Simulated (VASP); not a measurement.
# BN (P-1) in VASP: single point with PBEsol

Aim: the single point of BN with PBEsol.

All numbers are computed with VASP 6.6.1; they aren't measurements. Logs are shortened: lines on timing, memory, paths and dates and some standing lists are left out, and cuts for length are marked.

## (1) The cell of the first run

The typed cell holds 4 atoms: a = 2.504 Å, b = 2.504 Å, c = 7.011 Å, α = 90.23°, β = 90.05°, γ = 120.00°.

## (2) Single point, PBEsol

INCAR

```
SYSTEM = BN
ALGO     = Normal         ! electronic algorithm
EDIFF    = 1E-6           ! SCF threshold, eV
ENCUT    = 520            ! plane-wave cutoff, eV
GGA      = PS             ! functional
ISIF     = 2              ! what is computed and relaxed
ISMEAR   = 0              ! smearing method
LASPH    = .True.         ! aspherical terms in the spheres
LCHARG   = .False.        ! write CHGCAR
LREAL    = .False.        ! projectors in reciprocal space
LWAVE    = .False.        ! write WAVECAR
NBANDS   = 16             ! bands
NELM     = 100            ! most SCF steps
PREC     = Accurate       ! precision mode
SIGMA    = 0.05           ! smearing width, eV
```

KPOINTS

```
k-points
0
Gamma
  12 12 4
  0 0 0
```

POSCAR

```
BN
1.0
    2.5041752697     -0.0000042508     -0.0010786269
   -1.2520869937      2.1686595377     -0.0049767016
   -0.0031400923     -0.0176441322      7.0111140482
B N
2 2
Direct
    0.3330574371      0.6677707275      0.2496422471
    0.6669424811      0.3322290646      0.7503576931
    0.3336070707      0.6655614931      0.7503525515
    0.6663930111      0.3344387149      0.2496475082
```

Potentials or basis: VASP PAW PBE potentials, release 64 (B, N).

The run is started by

```bash
$ cat potpaw_PBE.64/B/POTCAR potpaw_PBE.64/N/POTCAR > POTCAR
$ mpirun -np 1 vasp_std > vasp.out
```

OUTCAR:

```text
SYSTEM = BN
   EDIFF = 1E-6
   ENCUT = 520
   GGA = PS
   ISIF = 2
   ISMEAR = 0
   LASPH = .True.
   LREAL = .False.
   NELM = 100
   PREC = Accurate

 ion  position               nearest neighbor table
   1  0.333  0.668  0.250-   4 1.45   4 1.45   4 1.45
   2  0.667  0.332  0.750-   3 1.45   3 1.45   3 1.45
   3  0.334  0.666  0.750-   2 1.45   2 1.45   2 1.45
   4  0.666  0.334  0.250-   1 1.45   1 1.45   1 1.45

  LATTYP: Found a triclinic cell.
 ALAT       =     2.5041620298
 B/A-ratio  =     1.0000053799
 C/A-ratio  =     2.7997936514
 COS(alpha) =     0.0008785977
 COS(beta)  =     0.0048214502
 COS(gamma) =     0.5000024247

  Lattice vectors:

 A1 = (   1.2520882760,   2.1686552869,  -0.0060553285)
 A2 = (   2.5041752697,  -0.0000042508,  -0.0010786269)
 A3 = (   0.0031400923,   0.0176441322,  -7.0111140482)

Analysis of symmetry for initial positions (statically):
=====================================================================
 Subroutine PRICEL returns:
 Original cell was already a primitive cell.

 Routine SETGRP: Setting up the symmetry group for a
 triclinic supercell.

 Subroutine GETGRP returns: Found  2 space group operations
 (whereof  2 operations were pure point group operations)
 out of a pool of  2 trial point group operations.

The static configuration has the point symmetry S_2 .

Analysis of symmetry for dynamics (positions and initial velocities):
=====================================================================
 Subroutine PRICEL returns:
 Original cell was already a primitive cell.

 Routine SETGRP: Setting up the symmetry group for a
 triclinic supercell.

 Subroutine GETGRP returns: Found  2 space group operations
 (whereof  2 operations were pure point group operations)
 out of a pool of  2 trial point group operations.

The dynamic configuration has the point symmetry S_2 .

 Subroutine INISYM returns: Found  2 space group operations
 (whereof  2 operations are pure point group operations),
 and found     1 'primitive' translations

----------------------------------------------------------------------------------------

                                     Primitive cell

  volume of cell :      38.0750

  direct lattice vectors                    reciprocal lattice vectors
     2.504175270 -0.000004251 -0.001078627     0.399333789  0.230559206  0.000759075
    -1.252086994  2.168659538 -0.004976702     0.000001283  0.461117738  0.001160447
    -0.003140092 -0.017644132  7.011114048     0.000061437  0.000362786  0.142631626

  length of vectors
     2.504175502  2.504162694  7.011136953     0.461113434  0.461119198  0.142632100

  position of ions in fractional coordinates (direct lattice)
     0.333057437  0.667770727  0.249642247
     0.666942481  0.332229065  0.750357693
     0.333607071  0.665561493  0.750352552
     0.666393011  0.334438715  0.249647508

  ion indices of the primitive-cell ions
   primitive index   ion index
                 1           1
                 2           2
                 3           3
                 4           4

----------------------------------------------------------------------------------------

 KPOINTS: k-points

Automatic generation of k-mesh.
 Grid dimensions read from file:
 generate k-points for:   12   12    4

 Generating k-lattice:

  Cartesian coordinates                     Fractional coordinates (reciprocal lattice)
     0.033277816  0.019213267  0.000063256     0.083333333  0.000000000  0.000000000
     0.000000107  0.038426478  0.000096704    -0.000000000  0.083333333  0.000000000
     0.000015359  0.000090696  0.035657906     0.000000000  0.000000000  0.250000000

  Length of vectors
     0.038426119  0.038426600  0.035658025

  Shift w.r.t. Gamma in fractional coordinates (k-lattice)
     0.000000000  0.000000000  0.000000000

 Subroutine IBZKPT returns following result:
 ===========================================

 Found    292 irreducible k-points:

 Following reciprocal coordinates:
            Coordinates               Weight
  0.000000  0.000000  0.000000      1.000000
  0.083333 -0.000000  0.000000      2.000000
  0.166667 -0.000000  0.000000      2.000000
  0.250000 -0.000000  0.000000      2.000000
  0.333333 -0.000000  0.000000      2.000000
  0.416667 -0.000000 -0.000000      2.000000
[... 16 lines left out ...]
  0.250000  0.166667 -0.000000      2.000000
  0.333333  0.166667  0.000000      2.000000
 [... further k-points ...]
   k-points           NKPTS =    292   k-points in BZ     NKDIM =    292   number of bands    NBANDS=     16
   number of dos      NEDOS =    301   number of ions     NIONS =      4
   total plane-waves  NPLWV =  21600
   dimension x,y,z NGX =    20 NGY =   20 NGZ =   54
   dimension x,y,z NGXF=    40 NGYF=   40 NGZF=  108
   ions per type =               2   2
   NGX,Y,Z   is equivalent  to a cutoff of  13.28, 13.28, 12.80 a.u.
   NGXF,Y,Z  is equivalent  to a cutoff of  26.55, 26.56, 25.61 a.u.
 SYSTEM =  BN
   PREC   = accura    normal or accurate (medium, high low for compatibility)
   ISTART =      0    job   : 0-new  1-cont  2-samecut
   ICHARG =      2    charge: 1-file 2-atom 10-const
   ISPIN  =      1    spin polarized calculation?
   LNONCOLLINEAR =      F non collinear calculations
   LSORBIT =      F    spin-orbit coupling
   LASPH  =      T    aspherical Exc in radial PAW
   ENCUT  =  520.0 eV  38.22 Ry    6.18 a.u.   4.66  4.66 13.04*2*pi/ulx,y,z
   NELM   =    100;   NELMIN=  2; NELMDL= -5     # of ELM steps
   EDIFF  = 0.1E-05   stopping-criterion for ELM
   LREAL  =      F    real-space projection
   EDIFFG = 0.1E-04   stopping-criterion for IOM
   NSW    =      0    number of steps for IOM
   IBRION =     -1    ionic relax: 0-MD 1-quasi-New 2-CG
   NFREE  =      0    steps in history (QN), initial steepest desc. (CG)
   ISIF   =      2    stress and relaxation
   ISYM   =      2    0-nonsym 1-usesym 2-fastsym
   POTIM  = 0.5000    time-step for ionic-motion
   TEBEG  =    0.0;   TEEND  =   0.0 temperature during run
   PSTRESS=    0.0 pullay stress
   NELECT =      16.0000    total number of electrons
   NUPDOWN=      -1.0000    fix difference up-down
   EMIN   =  10.00;   EMAX   =-10.00  energy-range for DOS
   EFERMI =   0.00;   METHOD = LEGACY
   ISMEAR =     0;   SIGMA  =   0.05  broadening in eV -4-tet -1-fermi 0-gaus
   EFERMI_NEDOS =   21; number of points for ismear=-14 and -15
   IALGO  =     38    algorithm
   IMIX   =      4    mixing-type and parameters
     AMIX     =   0.40;   BMIX     =  1.00
     AMIX_MAG =   1.60;   BMIX_MAG =  1.00
  volume/ion in A,a.u.               =       9.52        64.24
  Fermi-wavevector in a.u.,A,eV,Ry     =   1.226219  2.317219 20.457913  1.503614
  Thomas-Fermi vector in A             =   2.361228
   LORBIT       =      0    0 simple, 1 ext, 2 COOP (PROOUT), +10 PAW based schemes
   GGA     = PS    functional components
   LHFCALC =     F    Hartree Fock is set to
   AEXX    =    0.0000 exact exchange contribution
   IVDW    =     0    specifies the selected vdW correction
   LEPSILON=     F    determine dielectric tensor
   LRPA    =     F    only Hartree local field effects (RPA)
 non-spin polarized calculation
 Gauss-broadening in eV      SIGMA  =   0.05
  energy-cutoff  :      520.00
  volume of cell :       38.07
 maximum number of plane-waves:      1058
   NGX =  9   NGY =  9   NGZ = 27

 number of electron      15.9999998 magnetization

 Free energy of the ion-electron system (eV)
  ---------------------------------------------------
  ext. energy  EPLUGINS =         0.00000000
  ---------------------------------------------------
  free energy    TOTEN  =       -36.57078637 eV

  energy without entropy =      -36.57078637  energy(sigma->0) =      -36.57078637

 E-fermi :   2.0567     XC(G=0):  -9.9349

 val. band max:        1.7729424212   @ k =   0.3333   0.3333   0.5000
 cond. band min:       6.0178080007   @ k =   0.0000   0.5000  -0.0000
 fundamental gap:      4.2448655795
 Fermi energy:         2.0567211904

 k-point     1 :       0.0000    0.0000    0.0000
  band No.  band energies     occupation
      1     -15.9452      2.00000
      2     -15.7468      2.00000
      3      -4.3000      2.00000
      4      -2.6384      2.00000
      5       0.4592      2.00000
      6       0.4593      2.00000
[... 8 lines left out ...]
     15      13.6353      0.00000
     16      14.6879      0.00000

 k-point     2 :       0.0833   -0.0000    0.0000
  band No.  band energies     occupation
      1     -15.8094      2.00000
      2     -15.6144      2.00000
      3      -4.1134      2.00000
      4      -2.4675      2.00000
      5      -0.0995      2.00000
      6      -0.0842      2.00000
[... 8 lines left out ...]
     15      14.1498      0.00000
     16      14.2060      0.00000

 k-point     3 :       0.1667   -0.0000    0.0000
  band No.  band energies     occupation
      1     -15.4091      2.00000
      2     -15.2241      2.00000
      3      -3.5603      2.00000
      4      -1.9645      2.00000
      5      -1.5170      2.00000
      6      -1.4985      2.00000
[... 8 lines left out ...]
     15      15.4983      0.00000
     16      15.5753      0.00000

 k-point     4 :       0.2500   -0.0000    0.0000
  band No.  band energies     occupation
      1     -14.7706      2.00000
      2     -14.6029      2.00000
      3      -3.3179      2.00000
      4      -3.2848      2.00000
      5      -2.6661      2.00000
      6      -1.1754      2.00000
[... 8 lines left out ...]
     15      16.5358      0.00000
     16      17.7742      0.00000
[... 324 lines left out ...]
 k-point    22 :       0.1667    0.1667    0.0000
  band No.  band energies     occupation
      1     -14.4038      2.00000
      2     -14.2467      2.00000
      3      -3.7229      2.00000
      4      -3.7226      2.00000
      5      -2.1488      2.00000
      6      -2.1452      2.00000
[... 8 lines left out ...]
     15      15.6676      0.00000
     16      16.6110      0.00000

 k-point    23 :       0.2500    0.1667   -0.0000
  band No.  band energies     occupation
      1     -13.6289      2.00000
      2     -13.4997      2.00000
      3      -5.1030      2.00000
      4      -5.0736      2.00000
      5      -3.0214      2.00000
      6      -2.9825      2.00000
[... 8 lines left out ...]
     15      15.9952      0.00000
     16      17.8256      0.00000

 k-point    24 :       0.3333    0.1667    0.0000
  band No.  band energies     occupation
      1     -12.8687      2.00000
      2     -12.7837      2.00000
      3      -6.3179      2.00000
      4      -6.2686      2.00000
      5      -3.5455      2.00000
      6      -3.5015      2.00000
[... 8 lines left out ...]
     15      16.4390      0.00000
     16      19.1252      0.00000

 [... further k-points ...]

------------------------ aborting loop because EDIFF is reached ----------------------------------------

  FORCE on cell =-STRESS in cart. coord.  units (eV):
  Direction    XX          YY          ZZ          XY          YZ          ZX
  --------------------------------------------------------------------------------------
  -------------------------------------------------------------------------------------
  Total        0.1343736      0.1346059     -0.0220113     -0.0002517      0.0028149      0.0005138
  in kB        5.6543741      5.6641499     -0.9262237     -0.0105902      0.1184486      0.0216213
  external PRESSURE =       3.4641001 kB  Pullay stress =       0.0000000 kB

 VOLUME and BASIS-vectors are now :
 -----------------------------------------------------------------------------
  energy-cutoff  :      520.00
  volume of cell :       38.07
      direct lattice vectors                 reciprocal lattice vectors
     2.504175270 -0.000004251 -0.001078627     0.399333789  0.230559206  0.000759075
    -1.252086994  2.168659538 -0.004976702     0.000001283  0.461117738  0.001160447
    -0.003140092 -0.017644132  7.011114048     0.000061437  0.000362786  0.142631626

 POSITION                                       TOTAL-FORCE (eV/Angst)
 -----------------------------------------------------------------------------------
     -0.00286      1.44376      1.74659         0.000227     -0.000066      0.000529
      1.25180      0.70725      5.25847        -0.000227      0.000066     -0.000529
     -0.00029      1.43014      5.25714         0.000044      0.000128     -0.000402
      1.24923      0.72088      1.74792        -0.000044     -0.000128      0.000402
 -----------------------------------------------------------------------------------
    total drift:                                0.000036     -0.000288     -0.000273

  FREE ENERGIE OF THE ION-ELECTRON SYSTEM (eV)
  ---------------------------------------------------
  free  energy   TOTEN  =       -36.5707863698 eV

  energy  without entropy=      -36.5707863698  energy(sigma->0) =      -36.57078637
```

It took 65 s on 1 thread of AMD EPYC 9R45 (Zen 5), shared host; peak memory 0.23 GiB.

Results:

```yaml
Free_energy: -36.5708 eV
Pressure: 0.3 GPa
Band_gap_on_the_k_mesh: 4.24 eV, indirect (least direct gap 4.58 eV)
```

Stress tensor (GPa, compression positive):
```
 0.57  0.00  0.00
 0.00  0.57  0.01
 0.00  0.01 -0.09
```

Caveat: the cell differs from its parent crystal (all atoms moved at random, sigma 0.05 Å a component, cell strained at random, sigma 0.01, then relaxed in part); the PAW data sets were made with another functional, which shifts forces and pressure a little. A k mesh can miss the band edges.
